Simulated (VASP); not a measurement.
# Tl: single point with BLYP

Tl:

```
Tl
1.0
     3.45600    0.00000    0.00000
    -1.72800    2.99298    0.00000
     0.00000    0.00000    5.52500
Tl
2
Direct
  0.66667 0.33333 0.75000
  0.33333 0.66667 0.25000
```

```json
{
  "Program": "VASP 6.6.1",
  "Task": "single point",
  "Functional": "BLYP",
  "Potentials or basis": "VASP PAW PBE potentials, release 64 (Tl_d)",
  "Cutoff": "520 eV",
  "k mesh": "9 × 9 × 5",
  "Occupations": "fermi-dirac, width 0.05 eV",
  "Spin": "no spin polarisation",
  "Dipole correction": "no",
  "Further INCAR settings": "ALGO = Fast; EDIFF = 1e-06; NBANDS = 20"
}
```

```json
{"Pressure": "7.3 GPa", "Band gap on the k mesh": "zero (bands 13 and 14 overlap by 3.60 eV)"}
```

Stress tensor (GPa, compression positive):
```
6.84 0.00 0.00
0.00 6.84 0.00
0.00 0.00 8.08
```

Levels at points of the mesh, in eV from the Fermi level:
```tsv
k point	band 9	band 10	band 11	band 12	band 13	band 14	band 15	band 16	band 17	band 18
(0.00, 0.00, 0.00)	-11.14	-11.14	-10.07	-5.22	-2.74	7.83	7.83	9.94	9.94	10.65
```

Wall time 66 s on 1 thread of Intel Xeon 8259CL (shared host), peak memory 0.19 GiB.

Caveat: the cell stands under pressure; the PAW data sets were made with another functional, which shifts forces and pressure a little; spin-orbit coupling is left out, which moves the levels of the heavy elements.
